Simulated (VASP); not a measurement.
# P (P6_3/mmc) in VASP: notebook

Runs on P. Level: r2SCAN. Tasks: single point.

All numbers are computed with VASP 6.6.1; they aren't measurements. Logs are shortened: lines on timing, memory, paths and dates and some standing lists are left out, and cuts for length are marked.

## (1) The cell of the first run

It takes space group P6_3/mmc (No. 194, hexagonal). The conventional cell has a = 2.711 Å, b = 2.711 Å, c = 4.614 Å, α = 90.00°, β = 90.00°, γ = 120.00°. Within 3.6 Å of P (site symmetry -6m2) lie 12 P at 2.71 to 2.79 Å.

## (2) Single point, r2SCAN

POSCAR reads:

```
P
1.0
    2.7114791008      0.0000000000      0.0000000000
   -1.3557395504      2.3482097831      0.0000000000
    0.0000000000      0.0000000000      4.6136812257
P
2
Direct
    0.3333333333      0.6666666667      0.2500000000
    0.6666666667      0.3333333333      0.7500000000
```

INCAR.step1 reads:

```
  PREC = Accurate
  ENCUT = 520
  ISMEAR = 0
  SIGMA = 0.1
  LREAL = False
  LASPH = True
  NELM = 60
  NBANDS = 12
  GGA = PE
  ALGO = Normal
  EDIFF = 1E-4
  LWAVE = True
  LCHARG = False
```

INCAR.step2 reads:

```
  PREC = Accurate
  ENCUT = 520
  EDIFF = 1E-7
  ISMEAR = 0
  SIGMA = 0.1
  LREAL = False
  LASPH = True
  NELM = 60
  ALGO = Normal
  ISIF = 2
  LWAVE = False
  LCHARG = False
  METAGGA = R2SCAN
  LMIXTAU = True
  NBANDS = 12
  ISTART = 1
```

KPOINTS reads:

```
regular mesh
0
Gamma
  6 6 4
```

Potentials or basis: VASP PAW PBE potentials, release 64 (P).

The run is started by

```
cat potpaw_PBE.64/P/POTCAR > POTCAR
cp INCAR.step1 INCAR
mpirun -np 1 vasp_std > vasp.out
cp INCAR.step2 INCAR
mpirun -np 1 vasp_std > vasp.out
```

OUTCAR:

```text
PREC = Accurate
   ENCUT = 520
   EDIFF = 1E-7
   ISMEAR = 0
   LREAL = False
   LASPH = True
   NELM = 60
   ISIF = 2
   METAGGA = R2SCAN
   ISTART = 1

 ion  position               nearest neighbor table
   1  0.333  0.667  0.250-   2 2.79   2 2.79   2 2.79   2 2.79   2 2.79   2 2.79
   2  0.667  0.333  0.750-   1 2.79   1 2.79   1 2.79   1 2.79   1 2.79   1 2.79

  LATTYP: Found a hexagonal cell.
 ALAT       =     2.7114791008
 C/A-ratio  =     1.7015367090

  Lattice vectors:

 A1 = (   2.7114791008,   0.0000000000,   0.0000000000)
 A2 = (  -1.3557395504,   2.3482097831,   0.0000000000)
 A3 = (   0.0000000000,   0.0000000000,   4.6136812257)

Analysis of symmetry for initial positions (statically):
=====================================================================
 Subroutine PRICEL returns:
 Original cell was already a primitive cell.

 Routine SETGRP: Setting up the symmetry group for a
 hexagonal supercell.

 Subroutine GETGRP returns: Found 24 space group operations
 (whereof 12 operations were pure point group operations)
 out of a pool of 24 trial point group operations.

The static configuration has the point symmetry D_3d.
 The point group associated with its full space group is D_6h.

Analysis of symmetry for dynamics (positions and initial velocities):
=====================================================================
 Subroutine PRICEL returns:
 Original cell was already a primitive cell.

 Routine SETGRP: Setting up the symmetry group for a
 hexagonal supercell.

 Subroutine GETGRP returns: Found 24 space group operations
 (whereof 12 operations were pure point group operations)
 out of a pool of 24 trial point group operations.

The dynamic configuration has the point symmetry D_3d.
 The point group associated with its full space group is D_6h.

 Subroutine INISYM returns: Found 24 space group operations
 (whereof 12 operations are pure point group operations),
 and found     1 'primitive' translations

----------------------------------------------------------------------------------------

                                     Primitive cell

  volume of cell :      29.3759

  direct lattice vectors                    reciprocal lattice vectors
     2.711479101  0.000000000  0.000000000     0.368802400  0.212928165  0.000000000
    -1.355739550  2.348209783  0.000000000     0.000000000  0.425856330  0.000000000
     0.000000000  0.000000000  4.613681226     0.000000000  0.000000000  0.216746661

  length of vectors
     2.711479101  2.711479101  4.613681226     0.425856330  0.425856330  0.216746661

  position of ions in fractional coordinates (direct lattice)
     0.333333333  0.666666667  0.250000000
     0.666666667  0.333333333  0.750000000

  ion indices of the primitive-cell ions
   primitive index   ion index
                 1           1
                 2           2

----------------------------------------------------------------------------------------

 KPOINTS: regular mesh

Automatic generation of k-mesh.
 Grid dimensions read from file:
 generate k-points for:    6    6    4

 Generating k-lattice:

  Cartesian coordinates                     Fractional coordinates (reciprocal lattice)
     0.061467067  0.035488027  0.000000000     0.166666667 -0.000000000  0.000000000
     0.000000000  0.070976055  0.000000000     0.000000000  0.166666667  0.000000000
     0.000000000  0.000000000  0.054186665     0.000000000  0.000000000  0.250000000

  Length of vectors
     0.070976055  0.070976055  0.054186665

  Shift w.r.t. Gamma in fractional coordinates (k-lattice)
     0.000000000  0.000000000  0.000000000

 Subroutine IBZKPT returns following result:
 ===========================================

 Found     21 irreducible k-points:

 Following reciprocal coordinates:
            Coordinates               Weight
  0.000000  0.000000  0.000000      1.000000
  0.166667  0.000000  0.000000      6.000000
  0.333333 -0.000000  0.000000      6.000000
  0.500000  0.000000  0.000000      3.000000
  0.166667  0.166667  0.000000      6.000000
  0.333333  0.166667  0.000000     12.000000
[... 13 lines left out ...]
  0.333333  0.166667  0.500000     12.000000
  0.333333  0.333333  0.500000      2.000000
   k-points           NKPTS =     21   k-points in BZ     NKDIM =     21   number of bands    NBANDS=     12
   number of dos      NEDOS =    301   number of ions     NIONS =      2
   total plane-waves  NPLWV =  14400
   dimension x,y,z NGX =    20 NGY =   20 NGZ =   36
   dimension x,y,z NGXF=    40 NGYF=   40 NGZF=   72
   ions per type =               2
   NGX,Y,Z   is equivalent  to a cutoff of  12.26, 12.26, 12.97 a.u.
   NGXF,Y,Z  is equivalent  to a cutoff of  24.52, 24.52, 25.94 a.u.
 SYSTEM =  unknown system
   PREC   = accura    normal or accurate (medium, high low for compatibility)
   ISTART =      1    job   : 0-new  1-cont  2-samecut
   ICHARG =      0    charge: 1-file 2-atom 10-const
   ISPIN  =      1    spin polarized calculation?
   LNONCOLLINEAR =      F non collinear calculations
   LSORBIT =      F    spin-orbit coupling
   LASPH  =      T    aspherical Exc in radial PAW
   ENCUT  =  520.0 eV  38.22 Ry    6.18 a.u.   5.04  5.04  8.58*2*pi/ulx,y,z
   NELM   =     60;   NELMIN=  2; NELMDL=  0     # of ELM steps
   EDIFF  = 0.1E-06   stopping-criterion for ELM
   LREAL  =      F    real-space projection
   EDIFFG = 0.1E-05   stopping-criterion for IOM
   NSW    =      0    number of steps for IOM
   IBRION =     -1    ionic relax: 0-MD 1-quasi-New 2-CG
   NFREE  =      0    steps in history (QN), initial steepest desc. (CG)
   ISIF   =      2    stress and relaxation
   ISYM   =      2    0-nonsym 1-usesym 2-fastsym
   POTIM  = 0.5000    time-step for ionic-motion
   TEBEG  =    0.0;   TEEND  =   0.0 temperature during run
   PSTRESS=    0.0 pullay stress
   NELECT =      10.0000    total number of electrons
   NUPDOWN=      -1.0000    fix difference up-down
   EMIN   =  10.00;   EMAX   =-10.00  energy-range for DOS
   EFERMI =   0.00;   METHOD = LEGACY
   ISMEAR =     0;   SIGMA  =   0.10  broadening in eV -4-tet -1-fermi 0-gaus
   EFERMI_NEDOS =   21; number of points for ismear=-14 and -15
   IALGO  =     38    algorithm
   IMIX   =      4    mixing-type and parameters
     AMIX     =   0.40;   BMIX     =  1.00
     AMIX_MAG =   1.60;   BMIX_MAG =  1.00
  volume/ion in A,a.u.               =      14.69        99.12
  Fermi-wavevector in a.u.,A,eV,Ry     =   1.143083  2.160114 17.777912  1.306640
  Thomas-Fermi vector in A             =   2.279780
   LORBIT       =      0    0 simple, 1 ext, 2 COOP (PROOUT), +10 PAW based schemes
   METAGGA = R2SCAN    functional components
   LHFCALC =     F    Hartree Fock is set to
   AEXX    =    0.0000 exact exchange contribution
   IVDW    =     0    specifies the selected vdW correction
   LEPSILON=     F    determine dielectric tensor
   LRPA    =     F    only Hartree local field effects (RPA)
 non-spin polarized calculation
 Gauss-broadening in eV      SIGMA  =   0.10
  energy-cutoff  :      520.00
  volume of cell :       29.38
 maximum number of plane-waves:       825
   NGX = 11   NGY = 11   NGZ = 17

 number of electron      10.0000001 magnetization

 Free energy of the ion-electron system (eV)
  ---------------------------------------------------
  ext. energy  EPLUGINS =         0.00000000
  ---------------------------------------------------
  free energy    TOTEN  =       -15.96842604 eV

  energy without entropy =      -15.96637339  energy(sigma->0) =      -15.96739972

 E-fermi :   9.4924     XC(G=0): -12.1495

 val. band max:        9.3288900966   @ k =   0.3333  -0.0000   0.0000
 cond. band min:       9.5878448282   @ k =   0.1667   0.1667   0.5000
 fundamental gap:      0.2589547316
 Fermi energy:         9.4923924695

 k-point     1 :       0.0000    0.0000    0.0000
  band No.  band energies     occupation
      1      -7.5172      2.00000
      2      -1.9780      2.00000
      3       1.1458      2.00000
      4      15.1391      0.00000
      5      15.1391      0.00000
      6      16.0637      0.00000
      7      16.8697      0.00000
      8      16.8697      0.00000
      9      20.5876      0.00000
     10      21.3305      0.00000
     11      22.1859      0.00000
     12      22.1859      0.00000

 k-point     2 :       0.1667    0.0000    0.0000
  band No.  band energies     occupation
      1      -6.7708      2.00000
      2      -1.2602      2.00000
      3       1.8547      2.00000
      4      10.4862      0.00000
      5      13.2680      0.00000
      6      14.2495      0.00000
      7      15.5545      0.00000
      8      16.5493      0.00000
      9      18.5309      0.00000
     10      21.8740      0.00000
     11      22.1314      0.00000
     12      23.0287      0.00000

 k-point     3 :       0.3333   -0.0000    0.0000
  band No.  band energies     occupation
      1      -4.5656      2.00000
      2       0.7531      2.00000
      3       3.9278      2.00000
      4       4.6282      2.00000
      5       9.3289      1.97924
      6      11.4432      0.00000
      7      12.2797      0.00000
      8      15.2137      0.00000
      9      15.8385      0.00000
     10      19.9673      0.00000
     11      21.2363      0.00000
     12      21.8499      0.00000

 k-point     4 :       0.5000    0.0000    0.0000
  band No.  band energies     occupation
      1      -1.6306      2.00000
      2      -0.1646      2.00000
      3       4.3248      2.00000
      4       5.1607      2.00000
      5       6.3695      2.00000
      6       8.8733      2.00000
      7      10.8016      0.00000
      8      14.6682      0.00000
      9      15.0052      0.00000
     10      19.9389      0.00000
     11      20.6618      0.00000
     12      21.1539      0.00000

 k-point     5 :       0.1667    0.1667    0.0000
  band No.  band energies     occupation
      1      -5.2926      2.00000
      2       0.1303      2.00000
      3       3.2511      2.00000
      4       7.3407      2.00000
      5       8.6325      2.00000
      6      12.4124      0.00000
      7      13.0790      0.00000
      8      13.8184      0.00000
      9      18.9855      0.00000
     10      20.8095      0.00000
     11      21.6947      0.00000
     12      21.7450      0.00000
[... 183 lines left out ...]
      1      -0.1736      2.00000
      2      -0.1736      2.00000
      3       1.9723      2.00000
      4       1.9723      2.00000
      5      12.0229      0.00000
      6      12.0229      0.00000
      7      12.2039      0.00000
      8      12.2039      0.00000
      9      16.6957      0.00000
     10      16.6957      0.00000
     11      17.8947      0.00000
     12      17.8947      0.00000

 k-point    19 :       0.1667    0.1667    0.5000
  band No.  band energies     occupation
      1      -3.6100      2.00000
      2      -3.6100      2.00000
      3       8.4636      2.00000
      4       8.4636      2.00000
      5       9.5878      0.17705
      6       9.5878      0.17705
      7      11.1485      0.00000
      8      11.1485      0.00000
      9      20.7638      0.00000
     10      20.7638      0.00000
     11      23.0365      0.00000
     12      23.0365      0.00000

 k-point    20 :       0.3333    0.1667    0.5000
  band No.  band energies     occupation
      1      -0.8367      2.00000
      2      -0.8367      2.00000
      3       3.9344      2.00000
      4       3.9344      2.00000
      5       8.3045      2.00000
      6       8.3045      2.00000
      7      12.3492      0.00000
      8      12.3492      0.00000
      9      18.4547      0.00000
     10      18.4547      0.00000
     11      21.7746      0.00000
     12      21.7746      0.00000

 k-point    21 :       0.3333    0.3333    0.5000
  band No.  band energies     occupation
      1       1.2918      2.00000
      2       1.2918      2.00000
      3       3.5079      2.00000
      4       3.5079      2.00000
      5       4.7098      2.00000
      6       4.7098      2.00000
      7      13.3490      0.00000
      8      13.3490      0.00000
      9      18.9168      0.00000
     10      18.9168      0.00000
     11      20.0081      0.00000
     12      20.0081      0.00000

------------------------ aborting loop because EDIFF is reached ----------------------------------------

  FORCE on cell =-STRESS in cart. coord.  units (eV):
  Direction    XX          YY          ZZ          XY          YZ          ZX
  --------------------------------------------------------------------------------------
  -------------------------------------------------------------------------------------
  Total       -0.0390671     -0.0390671      0.0460489      0.0000000     -0.0000000      0.0000000
  in kB       -2.1307412     -2.1307412      2.5115356      0.0000000     -0.0000000      0.0000000
  external PRESSURE =      -0.5833156 kB  Pullay stress =       0.0000000 kB

 VOLUME and BASIS-vectors are now :
 -----------------------------------------------------------------------------
  energy-cutoff  :      520.00
  volume of cell :       29.38
      direct lattice vectors                 reciprocal lattice vectors
     2.711479101  0.000000000  0.000000000     0.368802400  0.212928165  0.000000000
    -1.355739550  2.348209783  0.000000000     0.000000000  0.425856330  0.000000000
     0.000000000  0.000000000  4.613681226     0.000000000  0.000000000  0.216746661

 POSITION                                       TOTAL-FORCE (eV/Angst)
 -----------------------------------------------------------------------------------
     -0.00000      1.56547      1.15342        -0.000000     -0.000000      0.000000
      1.35574      0.78274      3.46026         0.000000      0.000000      0.000000
 -----------------------------------------------------------------------------------
    total drift:                               -0.000000      0.000000      0.000000

  FREE ENERGIE OF THE ION-ELECTRON SYSTEM (eV)
  ---------------------------------------------------
  free  energy   TOTEN  =       -15.9684260409 eV

  energy  without entropy=      -15.9663733900  energy(sigma->0) =      -15.96739972
```

It took 29 s on 1 thread of Intel Xeon Platinum 8488C (Sapphire Rapids), shared host; peak memory 0.13 GiB.

What came out:

| Quantity | Value |
| --- | --- |
| Free energy | -15.9684 eV |
| Pressure | -0.1 GPa |
| Band gap on the k mesh | zero (band 5 reaches 16.07 eV, above the bottom of band 6 at 4.71 eV) |

Caveat: the k points lie up to 0.45 Å⁻¹ apart; the PAW data sets were made with another functional, which shifts forces and pressure a little.

## (3) Single point, r2SCAN

This run uses another cell than the first one, of 14.79 Å³/atom, 1.007 times its volume.

POSCAR reads:

```
P
1.0
    3.2666732804      0.0000000000      0.0000000000
   -1.6333366402      2.8290220467      0.0000000000
    0.0000000000      0.0000000000      3.2015202169
P
2
Direct
    0.3333333333      0.6666666667      0.2500000000
    0.6666666667      0.3333333333      0.7500000000
```

INCAR.step1 reads:

```
SYSTEM = P
ALGO     = Normal         ! electronic algorithm
EDIFF    = 1E-4           ! SCF threshold, eV
ENCUT    = 520            ! plane-wave cutoff, eV
GGA      = PE             ! functional
ISMEAR   = 0              ! smearing method
LASPH    = .TRUE.         ! aspherical terms in the spheres
LCHARG   = .FALSE.        ! write CHGCAR
LREAL    = .FALSE.        ! projectors in reciprocal space
LWAVE    = .TRUE.         ! write WAVECAR
NBANDS   = 12             ! bands
NELM     = 80             ! most SCF steps
PREC     = Accurate       ! precision mode
SIGMA    = 0.1            ! smearing width, eV
```

INCAR.step2 reads:

```
SYSTEM = P
ALGO     = Normal         ! electronic algorithm
EDIFF    = 1E-6           ! SCF threshold, eV
ENCUT    = 520            ! plane-wave cutoff, eV
ISIF     = 2              ! what is computed and relaxed
ISMEAR   = 0              ! smearing method
ISTART   = 1            
LASPH    = .TRUE.         ! aspherical terms in the spheres
LCHARG   = .FALSE.        ! write CHGCAR
LMIXTAU  = .TRUE.       
LREAL    = .FALSE.        ! projectors in reciprocal space
LWAVE    = .FALSE.        ! write WAVECAR
METAGGA  = R2SCAN         ! meta-GGA
NBANDS   = 12             ! bands
NELM     = 80             ! most SCF steps
PREC     = Accurate       ! precision mode
SIGMA    = 0.1            ! smearing width, eV
```

KPOINTS reads:

```
k-points
0
G
  6 6 6
  0 0 0
```

Potentials or basis: VASP PAW PBE potentials, release 64 (P).

The run is started by

```
cat potpaw_PBE.64/P/POTCAR > POTCAR
cp INCAR.step1 INCAR
mpirun -np 1 vasp_std > vasp.out
cp INCAR.step2 INCAR
mpirun -np 1 vasp_std > vasp.out
```

Wall time 19 s (1 thread of Intel Xeon Platinum 8488C (Sapphire Rapids), shared host); peak memory 0.14 GiB.

Results (log left out):

* Free energy: -16.9487 eV
* Pressure: -0.4 GPa
* Band gap on the k mesh: zero (band 5 reaches 11.13 eV, above the bottom of band 6 at 5.19 eV)

Stress tensor (GPa, compression positive):
```
-0.26  0.00  0.00
 0.00 -0.26  0.00
 0.00  0.00 -0.57
```

Levels at points of the mesh, in eV from the Fermi level:
```
           k point  band 1  band 2  band 3  band 4  band 5  band 6  band 7  band 8  band 9  band 10
(0.00, 0.00, 0.00)  -17.25   -4.26   -3.14   -1.90   -1.90    2.44    2.44    3.24    8.90     9.69
(0.50, 0.00, 0.00)  -13.88  -11.60   -4.33   -1.42   -1.37    1.21    3.28    3.63    7.15     9.91
(0.00, 0.00, 0.50)  -13.66  -13.66    1.07    1.07    1.07    1.07    3.65    3.65    7.60     7.60
(0.50, 0.00, 0.50)  -10.62  -10.62   -7.60   -7.60   -0.97   -0.97    2.96    2.96   14.27    14.27
```

Caveat: the k points lie up to 0.37 Å⁻¹ apart; the PAW data sets were made with another functional, which shifts forces and pressure a little.
